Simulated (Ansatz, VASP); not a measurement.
# One calculation of Al2O3, two programs

The input INCAR:

```
PREC = Accurate
ENCUT = 520
EDIFF = 1E-6
ISMEAR = 0
SIGMA = 0.01
LREAL = F
LASPH = T
NELM = 60
ALGO = Normal
ISIF = 2
LWAVE = F
LCHARG = F
GGA = PE
NBANDS = 20
```

KPOINTS

```
Automatic mesh
0
Gamma
  9 9 4
```

Contents of POSCAR:

```
Al2O3
1.0
    2.8292693869      0.0000000000      0.0000000000
   -1.4146346934      2.4502191632      0.0000000000
    0.0000000000      0.0000000000      7.3765572042
Al O
2 3
Direct
    0.3333333333      0.6666666667      0.1827987277
    0.6666666667      0.3333333333      0.8172012723
    0.0000000000      0.0000000000      0.0000000000
    0.3333333333      0.6666666667      0.7268084417
    0.6666666667      0.3333333333      0.2731915583
```

Input for Ansatz:

```yaml
crystal:
  lattice:
    - [2.8292693869, 0.0, 0.0]
    - [-1.4146346934, 2.4502191632, 0.0]
    - [0.0, 0.0, 7.3765572042]
  atoms:
    - { symbol: Al, position: [0.3333333333, 0.6666666667, 0.1827987277] }
    - { symbol: Al, position: [0.6666666667, 0.3333333333, 0.8172012723] }
    - { symbol: O, position: [0.0, 0.0, 0.0] }
    - { symbol: O, position: [0.3333333333, 0.6666666667, 0.7268084417] }
    - { symbol: O, position: [0.6666666667, 0.3333333333, 0.2731915583] }
kpoints:
  mp_grid: { grid: [9, 9, 4] }
hamiltonian:
  xc: pbe
scf:
  occupations: { method: fixed }
  n_extra_bands: 5
output:
  forces: true
  stress: true
  eigenvalues: true
```

Alike in both runs: task single point; functional PBE; k mesh 9 × 9 × 4; no spin polarisation.

|  | VASP | Ansatz |
| --- | --- | --- |
| version | VASP 6.6.1 | Ansatz 0.2.0 |
| potentials or method | VASP PAW PBE potentials, release 64 (Al, O) | plane waves, PAW |
| plane-wave cutoff (eV) | 520 | 420 |
| occupations | gaussian, width 0.01 eV | fixed |
| valence electrons in the cell | 24 | 24 |

|  | VASP | Ansatz | Ansatz less VASP |
| --- | --- | --- | --- |
| gap on the k mesh at the Fermi level (eV) | 5.30 | 5.32 | +0.020 |
| pressure (GPa) | 12.4 | 12.3 | -0.12 |
| traceless stress, the component that is largest in VASP (GPa) | -4.39 | -4.08 | +0.309 |
| rms of the force components (eV/Å) | 0.285 | 0.297 | +0.0126 |

Atom by atom the forces differ by 0.017 eV/Å (rms over components).
